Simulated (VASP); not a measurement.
Input of a VASP 6.6.1 run:

INCAR

```
PREC = Accurate
ENCUT = 520
EDIFF = 1E-6
ISMEAR = 0
SIGMA = 0.15
LREAL = F
LASPH = T
NELM = 80
ALGO = Fast
ISIF = 2
LWAVE = F
LCHARG = F
NBANDS = 12
```

KPOINTS

```
Automatic mesh
0
Gamma
  16 16 16
```

POSCAR

```
Y
1.0
    0.0000000000      2.4850000000      2.6838000000
    2.4850000000      0.0000000000      2.6838000000
    2.4850000000      2.4850000000      0.0000000000
Y
1
Direct
    0.0000000000      0.0000000000      0.0000000000
```

Potentials or basis: VASP PAW LDA potentials, release 64 (Y_sv).

The run is started by

```bash
$ cat potpaw_LDA.64/Y_sv/POTCAR > POTCAR
$ mpirun -np 1 vasp_std > vasp.out
```

Task: Predict the pressure.

Result: -4.5 GPa.

Task: Estimate the band gap on the k mesh.

Result: Zero (an odd number of electrons rules out a gap without spin polarisation).

Stress tensor (GPa, compression positive):
```
-3.73  0.00  0.00
 0.00 -3.73  0.00
 0.00  0.00 -6.17
```

Caveat: the cell differs from its parent crystal (strain +0.000 along x and y, +0.080 along z); the cell stands under tension.
